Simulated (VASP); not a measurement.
Input of a VASP 6.6.1 run:

Contents of POSCAR:

```
Ru
1.0
    2.7021994069      0.0000000000      0.0000000000
   -1.3510997034      2.3401733325      0.0000000000
    0.0000000000      0.0000000000      4.2668115098
Ru
2
Direct
    0.3333333333      0.6666666667      0.7500000000
    0.6666666667      0.3333333333      0.2500000000
```

The input INCAR.step1:

```
SYSTEM = Ru
  ALGO = Normal
  EDIFF = 1E-4
  ENCUT = 520
  GGA = PE
  ISMEAR = 0
  LASPH = .True.
  LCHARG = .False.
  LREAL = .False.
  LWAVE = .True.
  NBANDS = 21
  NELM = 100
  PREC = Accurate
  SIGMA = 0.05
```

The input INCAR.step2:

```
SYSTEM = Ru
  ALGO = Normal
  EDIFF = 1E-7
  ENCUT = 520
  ISIF = 2
  ISMEAR = 0
  ISTART = 1
  LASPH = .True.
  LCHARG = .False.
  LMIXTAU = .True.
  LREAL = .False.
  LWAVE = .False.
  METAGGA = R2SCAN
  NBANDS = 21
  NELM = 100
  PREC = Accurate
  SIGMA = 0.05
```

File KPOINTS:

```
k-points
0
Gamma
  18 18 10
  0 0 0
```

Potentials or basis: VASP PAW PBE potentials, release 64 (Ru_pv).

Run with:

```sh
$ cat potpaw_PBE.64/Ru_pv/POTCAR > POTCAR
$ cp INCAR.step1 INCAR
$ mpirun -np 1 vasp_std > vasp.out
$ cp INCAR.step2 INCAR
$ mpirun -np 1 vasp_std > vasp.out
```

Q: Predict the band gap on the k mesh.

A: Zero (bands 14 and 15 overlap by 3.29 eV).

Q: Predict the pressure.

A: 1.5 GPa.

Stress tensor (GPa, compression positive):
```
1.42 0.00 0.00
0.00 1.42 0.00
0.00 0.00 1.59
```

Caveat: the PAW data sets were made with another functional, which shifts forces and pressure a little.
